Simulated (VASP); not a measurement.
Input of a VASP 6.6.1 run:

Contents of INCAR:

```
ALGO     = Normal         # electronic algorithm
EDIFF    = 1E-6           # SCF threshold, eV
ENCUT    = 520            # plane-wave cutoff, eV
GGA      = PE             # functional
ISIF     = 2              # what is computed and relaxed
ISMEAR   = 1              # smearing method
LASPH    = T              # aspherical terms in the spheres
LCHARG   = F              # write CHGCAR
LREAL    = F              # projectors in reciprocal space
LWAVE    = F              # write WAVECAR
NBANDS   = 12             # bands
NELM     = 80             # most SCF steps
PREC     = Accurate       # precision mode
SIGMA    = 0.1            # smearing width, eV
```

Contents of KPOINTS:

```
k-points
0
Gamma
  6 6 6
```

POSCAR

```
Y
1.0
    2.7741065069      0.0000000000      0.0000000000
    0.0000000000      2.7741065069      0.0000000000
    0.0000000000      0.0000000000      2.7741065069
Y
1
Direct
    0.0000000000      0.0000000000      0.0000000000
```

Potentials or basis: VASP PAW PBE potentials, release 64 (Y_sv).

Launch:

```console
$ cat potpaw_PBE.64/Y_sv/POTCAR > POTCAR
$ mpirun -np 1 vasp_std > vasp.out
```

Question: Predict the pressure.

Answer: 30.0 GPa.

Caveat: the k points lie up to 0.38 Å⁻¹ apart.
